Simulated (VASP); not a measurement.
# LiCl (Fm-3m) in VASP: notebook

The runs below take LiCl through single point, relaxation of cell and atoms, with RPBE+D4, HF, r2SCAN50+D3(BJ).

Everything below comes from runs of VASP 6.6.1. Logs are shortened: lines on timing, memory, paths and dates and some standing lists are left out, and cuts for length are marked.

### Step 1. The cell of the first run

Symmetry: Fm-3m, No. 225, cubic system. Conventional cell: a = 5.130 Å, b = 5.130 Å, c = 5.130 Å, α = 90.00°, β = 90.00°, γ = 90.00°. Cl (site symmetry m-3m) has 6 Li at 2.56 Å within 3.4 Å. Li (site symmetry m-3m) has 6 Cl at 2.56 Å within 3.4 Å.

### Step 2. Single point, RPBE+D4

INCAR

```
  PREC = Accurate
  ENCUT = 520
  EDIFF = 1E-6
  ISMEAR = 0
  SIGMA = 0.01
  LREAL = F
  LASPH = T
  NELM = 60
  ALGO = Normal
  ISIF = 2
  LWAVE = F
  LCHARG = F
  GGA = RP
  IVDW = 13
  NBANDS = 12
```

KPOINTS

```
Automatic mesh
0
Gamma
  9 9 9
```

POSCAR

```
LiCl
1.0
    3.6271325200      0.0000000000      0.0000000000
    1.8135662600      3.1411889052      0.0000000000
    1.8135662600      1.0470629684      2.9615413012
Cl Li
1 1
Direct
    0.5000000000      0.5000000000      0.5000000000
    0.0000000000      0.0000000000      0.0000000000
```

Potentials or basis: VASP PAW PBE potentials, release 64 (Cl, Li_sv).

Launch:

```sh
cat potpaw_PBE.64/Cl/POTCAR potpaw_PBE.64/Li_sv/POTCAR > POTCAR
mpirun -np 1 vasp_std > vasp.out
```

OUTCAR:

```text
PREC = Accurate
   ENCUT = 520
   EDIFF = 1E-6
   ISMEAR = 0
   LREAL = F
   LASPH = T
   NELM = 60
   ISIF = 2
   GGA = RP
   IVDW = 13

 ion  position               nearest neighbor table
   1  0.500  0.500  0.500-   2 2.56   2 2.56   2 2.56   2 2.56   2 2.56   2 2.56
   2  0.000  0.000  0.000-   1 2.56   1 2.56   1 2.56   1 2.56   1 2.56   1 2.56

  LATTYP: Found a face centered cubic cell.
 ALAT       =     5.1295400023

  Lattice vectors:

 A1 = (   3.6271325200,   0.0000000000,   0.0000000000)
 A2 = (   1.8135662600,   3.1411889052,   0.0000000000)
 A3 = (   1.8135662600,   1.0470629684,   2.9615413012)

Analysis of symmetry for initial positions (statically):
=====================================================================
 Subroutine PRICEL returns:
 Original cell was already a primitive cell.

 Routine SETGRP: Setting up the symmetry group for a
 face centered cubic supercell.

 Subroutine GETGRP returns: Found 48 space group operations
 (whereof 48 operations were pure point group operations)
 out of a pool of 48 trial point group operations.

The static configuration has the point symmetry O_h .

Analysis of symmetry for dynamics (positions and initial velocities):
=====================================================================
 Subroutine PRICEL returns:
 Original cell was already a primitive cell.

 Routine SETGRP: Setting up the symmetry group for a
 face centered cubic supercell.

 Subroutine GETGRP returns: Found 48 space group operations
 (whereof 48 operations were pure point group operations)
 out of a pool of 48 trial point group operations.

The dynamic configuration has the point symmetry O_h .

 Subroutine INISYM returns: Found 48 space group operations
 (whereof 48 operations are pure point group operations),
 and found     1 'primitive' translations

----------------------------------------------------------------------------------------

                                     Primitive cell

  volume of cell :      33.7423

  direct lattice vectors                    reciprocal lattice vectors
     3.627132520  0.000000000  0.000000000     0.275699880 -0.159175400 -0.112554005
     1.813566260  3.141188905  0.000000000     0.000000000  0.318350800 -0.112554005
     1.813566260  1.047062968  2.961541301     0.000000000  0.000000000  0.337662014

  length of vectors
     3.627132520  3.627132520  3.627132520     0.337662014  0.337662014  0.337662014

  position of ions in fractional coordinates (direct lattice)
     0.500000000  0.500000000  0.500000000
     0.000000000  0.000000000  0.000000000

  ion indices of the primitive-cell ions
   primitive index   ion index
                 1           1
                 2           2

----------------------------------------------------------------------------------------

 KPOINTS: Automatic mesh

Automatic generation of k-mesh.
 Grid dimensions read from file:
 generate k-points for:    9    9    9

 Generating k-lattice:

  Cartesian coordinates                     Fractional coordinates (reciprocal lattice)
     0.030633320 -0.017686156 -0.012506001     0.111111111 -0.000000000 -0.000000000
     0.000000000  0.035372311 -0.012506001     0.000000000  0.111111111  0.000000000
     0.000000000  0.000000000  0.037518002     0.000000000  0.000000000  0.111111111

  Length of vectors
     0.037518002  0.037518002  0.037518002

  Shift w.r.t. Gamma in fractional coordinates (k-lattice)
     0.000000000  0.000000000  0.000000000

 Subroutine IBZKPT returns following result:
 ===========================================

 Found     35 irreducible k-points:

 Following reciprocal coordinates:
            Coordinates               Weight
  0.000000  0.000000  0.000000      1.000000
  0.111111  0.000000  0.000000      8.000000
  0.222222  0.000000  0.000000      8.000000
  0.333333  0.000000  0.000000      8.000000
  0.444444  0.000000  0.000000      8.000000
  0.111111  0.111111  0.000000      6.000000
[... 16 lines left out ...]
 -0.333333  0.333333 -0.000000     12.000000
  0.444444  0.444444  0.000000      6.000000
 [... further k-points ...]
   k-points           NKPTS =     35   k-points in BZ     NKDIM =     35   number of bands    NBANDS=     12
   number of dos      NEDOS =    301   number of ions     NIONS =      2
   total plane-waves  NPLWV =  21952
   dimension x,y,z NGX =    28 NGY =   28 NGZ =   28
   dimension x,y,z NGXF=    56 NGYF=   56 NGZF=   56
   ions per type =               1   1
   NGX,Y,Z   is equivalent  to a cutoff of  12.83, 12.83, 12.83 a.u.
   NGXF,Y,Z  is equivalent  to a cutoff of  25.67, 25.67, 25.67 a.u.
 SYSTEM =  unknown system
   PREC   = accura    normal or accurate (medium, high low for compatibility)
   ISTART =      0    job   : 0-new  1-cont  2-samecut
   ICHARG =      2    charge: 1-file 2-atom 10-const
   ISPIN  =      1    spin polarized calculation?
   LNONCOLLINEAR =      F non collinear calculations
   LSORBIT =      F    spin-orbit coupling
   LASPH  =      T    aspherical Exc in radial PAW
   ENCUT  =  520.0 eV  38.22 Ry    6.18 a.u.   6.74  6.74  6.74*2*pi/ulx,y,z
   NELM   =     60;   NELMIN=  2; NELMDL= -5     # of ELM steps
   EDIFF  = 0.1E-05   stopping-criterion for ELM
   LREAL  =      F    real-space projection
[... 7 lines left out ...]
   TEBEG  =    0.0;   TEEND  =   0.0 temperature during run
   PSTRESS=    0.0 pullay stress
   NELECT =      10.0000    total number of electrons
   NUPDOWN=      -1.0000    fix difference up-down
   EMIN   =  10.00;   EMAX   =-10.00  energy-range for DOS
   EFERMI =   0.00;   METHOD = LEGACY
   ISMEAR =     0;   SIGMA  =   0.01  broadening in eV -4-tet -1-fermi 0-gaus
   EFERMI_NEDOS =   21; number of points for ismear=-14 and -15
   IALGO  =     38    algorithm
   IMIX   =      4    mixing-type and parameters
     AMIX     =   0.40;   BMIX     =  1.00
     AMIX_MAG =   1.60;   BMIX_MAG =  1.00
  volume/ion in A,a.u.               =      16.87       113.85
  Fermi-wavevector in a.u.,A,eV,Ry     =   1.091482  2.062601 16.209056  1.191332
  Thomas-Fermi vector in A             =   2.227728
   LORBIT       =      0    0 simple, 1 ext, 2 COOP (PROOUT), +10 PAW based schemes
   GGA     = RP    functional components
   LHFCALC =     F    Hartree Fock is set to
   AEXX    =    0.0000 exact exchange contribution
   IVDW    =    13    specifies the selected vdW correction
   LEPSILON=     F    determine dielectric tensor
   LRPA    =     F    only Hartree local field effects (RPA)
 non-spin polarized calculation
 Gauss-broadening in eV      SIGMA  =   0.01
  energy-cutoff  :      520.00
  volume of cell :       33.74
 maximum number of plane-waves:       922
   NGX = 13   NGY = 13   NGZ = 13

 number of electron      10.0000005 magnetization

 Free energy of the ion-electron system (eV)
  ---------------------------------------------------
  ext. energy  EPLUGINS =         0.00000000
  ---------------------------------------------------
  free energy    TOTEN  =        -7.00854691 eV

  energy without entropy =       -7.00854691  energy(sigma->0) =       -7.00854691

 E-fermi :   0.7631     XC(G=0):  -8.4977

 val. band max:        0.6782498768   @ k =   0.0000   0.0000   0.0000
 cond. band min:       7.2789667271   @ k =   0.0000   0.0000   0.0000
 fundamental gap:      6.6007168503
 Fermi energy:         0.7631110292

 k-point     1 :       0.0000    0.0000    0.0000
  band No.  band energies     occupation
      1     -43.1072      2.00000
      2     -12.7072      2.00000
      3       0.6782      2.00000
      4       0.6782      2.00000
      5       0.6782      2.00000
      6       7.2790      0.00000
      7      12.7171      0.00000
      8      12.7171      0.00000
      9      12.7171      0.00000
     10      15.3326      0.00000
     11      15.3326      0.00000
     12      15.4946      0.00000

 k-point     2 :       0.1111    0.0000    0.0000
  band No.  band energies     occupation
      1     -43.1070      2.00000
      2     -12.6479      2.00000
      3       0.2656      2.00000
      4       0.6457      2.00000
      5       0.6457      2.00000
      6       7.6507      0.00000
      7      12.0783      0.00000
      8      12.7036      0.00000
      9      12.7036      0.00000
     10      13.9562      0.00000
     11      13.9563      0.00000
     12      15.8818      0.00000

 k-point     3 :       0.2222    0.0000    0.0000
  band No.  band energies     occupation
      1     -43.1062      2.00000
      2     -12.4911      2.00000
      3      -0.6279      2.00000
      4       0.5669      2.00000
      5       0.5669      2.00000
      6       8.1252      0.00000
      7      11.7217      0.00000
      8      11.7883      0.00000
      9      11.7884      0.00000
     10      14.4168      0.00000
     11      14.4168      0.00000
     12      16.3767      0.00000
[... 286 lines left out ...]
 k-point    23 :      -0.3333    0.3333   -0.0000
  band No.  band energies     occupation
      1     -43.1041      2.00000
      2     -11.9754      2.00000
      3      -1.4543      2.00000
      4      -1.3066      2.00000
      5       0.0433      2.00000
      6       9.0107      0.00000
      7      11.4388      0.00000
      8      11.8141      0.00000
      9      11.8568      0.00000
     10      15.4135      0.00000
     11      16.8120      0.00000
     12      19.3036      0.00000

 k-point    24 :       0.4444    0.4444    0.0000
  band No.  band energies     occupation
      1     -43.1041      2.00000
      2     -11.9356      2.00000
      3      -2.0724      2.00000
      4      -0.3731      2.00000
      5      -0.3731      2.00000
      6       8.8016      0.00000
      7       9.2090      0.00000
      8      13.0736      0.00000
      9      14.8985      0.00000
     10      14.8986      0.00000
     11      17.5677      0.00000
     12      19.3986      0.00000

 [... further k-points ...]

------------------------ aborting loop because EDIFF is reached ----------------------------------------

  DFT-D4 for vdW energy calculation

  Edisp (eV):   -0.48057

  FORCE on cell =-STRESS in cart. coord.  units (eV):
  Direction    XX          YY          ZZ          XY          YZ          ZX
  --------------------------------------------------------------------------------------
  -------------------------------------------------------------------------------------
  Total      -0.16636    -0.16636    -0.16636     0.00000    -0.00000    -0.00000
  in kB      -7.89911    -7.89911    -7.89911     0.00000    -0.00000    -0.00000
  external pressure =       -7.90 kB  Pullay stress =        0.00 kB

 VOLUME and BASIS-vectors are now :
 -----------------------------------------------------------------------------
  energy-cutoff  :      520.00
  volume of cell :       33.74
      direct lattice vectors                 reciprocal lattice vectors
     3.627132520  0.000000000  0.000000000     0.275699880 -0.159175400 -0.112554005
     1.813566260  3.141188905  0.000000000     0.000000000  0.318350800 -0.112554005
     1.813566260  1.047062968  2.961541301     0.000000000  0.000000000  0.337662014

 POSITION                                       TOTAL-FORCE (eV/Angst)
 -----------------------------------------------------------------------------------
      3.62713      2.09413      1.48077        -0.000000     -0.000000      0.000000
      0.00000      0.00000      0.00000         0.000000      0.000000      0.000000
 -----------------------------------------------------------------------------------
    total drift:                                0.000000      0.000000      0.000000

  FREE ENERGIE OF THE ION-ELECTRON SYSTEM (eV)
  ---------------------------------------------------
  free  energy   TOTEN  =        -7.4891185491 eV

  energy  without entropy=       -7.4891185491  energy(sigma->0) =       -7.48911855
```

Run time: 29 s. Hardware: 1 thread of Intel Xeon 8259CL, shared host; peak memory 0.15 GiB.

Results:

- Free energy: -7.4891 eV
- Band gap on the k mesh: 6.60 eV
- Dispersion energy per atom: -0.240 eV

Caveat: the cutoff is under 1.25 times the usual one of these potentials, so pressure, stress and relaxed cells hold a basis-set (Pulay) error; the PAW data sets were made with another functional, which shifts forces and pressure a little; an odd mesh through Γ misses points on the zone boundary, where band edges can lie.

(Part 1 of 2 ends here.)
